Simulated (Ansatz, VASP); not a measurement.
**Two plane-wave programs on Pd**

```
CELL_PARAMETERS angstrom
2.78367 0.00000 0.00000
-1.39183 2.41072 0.00000
0.00000 0.00000 4.62889
ATOMIC_POSITIONS crystal
Pd 0.33333 0.66667 0.25000
Pd 0.66667 0.33333 0.75000
```

Alike in both runs: task relaxation of cell and atoms; functional PBEsol; dispersion D4; k mesh 11 × 11 × 6; occupations fermi-dirac, width 0.05 eV; no spin polarisation.

|  | VASP | Ansatz |
| --- | --- | --- |
| version | VASP 6.6.1 | Ansatz 0.2.0 |
| potentials or method | VASP PAW PBE potentials, release 64 (Pd) | Ansatz PAW |
| plane-wave cutoff (eV) | 600 | 420 |
| valence electrons in the cell | 20 | 36 |

Ansatz gave:

- gap on the k mesh at the Fermi level, each at its own relaxed structure (eV): none
- relaxed volume (Å³/atom): 14.41
- relaxed cell length with the largest relative difference (Å): 4.522

Estimate VASP's values.

gap on the k mesh at the Fermi level, each at its own relaxed structure (eV): none; relaxed volume (Å³/atom): 14.39; relaxed cell length with the largest relative difference (Å): 4.516.

VASP's potentials were made for PBE, not for PBEsol. A gap of «none» marks a metal or a gap that the smearing closes. VASP's potentials hold 20 valence electrons a cell and Ansatz's 36, so a difference there can come from the potentials and not from the codes.

Noted on Ansatz's run: the plane-wave basis is chosen anew once the cell has moved, so the energies of steps on either side of that aren't comparable.
